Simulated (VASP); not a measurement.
Set up this calculation in VASP 6.6.1, as the native input.

| Property | Result |
| --- | --- |
| Task | single point |
| Functional | PBE-based screened hybrid |
| Potentials or basis | VASP PAW PBE potentials, release 64 (Ba_sv, S) |
| Cutoff | 520 eV |
| k mesh | 4 × 4 × 4 |
| Occupations | gaussian, width 0.01 eV |
| Spin | no spin polarisation |
| Dipole correction | no |
| Grid for exact exchange (PRECFOCK) | Normal |
| Share of exact exchange | 0.5 |
| Further INCAR settings | ALGO = Normal; EDIFF = 1e-06; NBANDS = 15 |
| Screening parameter | 0.2078 1/Å |

Crystal: BaS.

```
Ba S
1.0
     3.83376    0.00000    0.00000
     0.00000    3.83376    0.00000
     0.00000    0.00000    3.83376
Ba S
1 1
Direct
  0.00000 0.00000 0.00000
  0.50000 0.50000 0.50000
```

One way to write it, as run:

POSCAR

```
BaS
1.0
    3.8337582654      0.0000000000      0.0000000000
    0.0000000000      3.8337582654      0.0000000000
    0.0000000000      0.0000000000      3.8337582654
Ba S
1 1
Direct
    0.0000000000      0.0000000000      0.0000000000
    0.5000000000      0.5000000000      0.5000000000
```

INCAR.step1

```
PREC = Accurate
ENCUT = 520
EDIFF = 1E-5
ISMEAR = 0
SIGMA = 0.01
LREAL = F
LASPH = T
NELM = 100
ALGO = Normal
ISIF = 2
LWAVE = T
NBANDS = 15
GGA = PE
```

INCAR.step2

```
PREC = Accurate
ENCUT = 520
EDIFF = 1E-6
ISMEAR = 0
SIGMA = 0.01
LREAL = F
LASPH = T
NELM = 100
ALGO = Normal
ISIF = 2
LWAVE = F
LCHARG = T
GGA = PE
LHFCALC = T
AEXX = 0.5
HFSCREEN = 0.2078
PRECFOCK = Normal
LELF = T
LVHAR = T
NBANDS = 15
ISTART = 1
```

KPOINTS

```
Automatic mesh
0
Gamma
  4 4 4
```

Potentials or basis: VASP PAW PBE potentials, release 64 (Ba_sv, S).

Run with:

```sh
$ cat potpaw_PBE.64/Ba_sv/POTCAR potpaw_PBE.64/S/POTCAR > POTCAR
$ cp INCAR.step1 INCAR
$ mpirun -np 1 vasp_std > vasp.out
$ cp INCAR.step2 INCAR
$ mpirun -np 1 vasp_std > vasp.out
```

It gave:

```yaml
Pressure: -0.3 GPa
Band_gap_on_the_k_mesh: 3.31 eV, indirect (least direct gap 3.45 eV)
```

Caveat: the PAW data sets were made with another functional, which shifts forces and pressure a little; spin-orbit coupling is left out, which moves the levels of the heavy elements.

Wall time 5 min on 1 thread of Intel(R) Xeon(R) Platinum 8488C (Sapphire Rapids), on a shared host, peak memory 0.27 GiB.
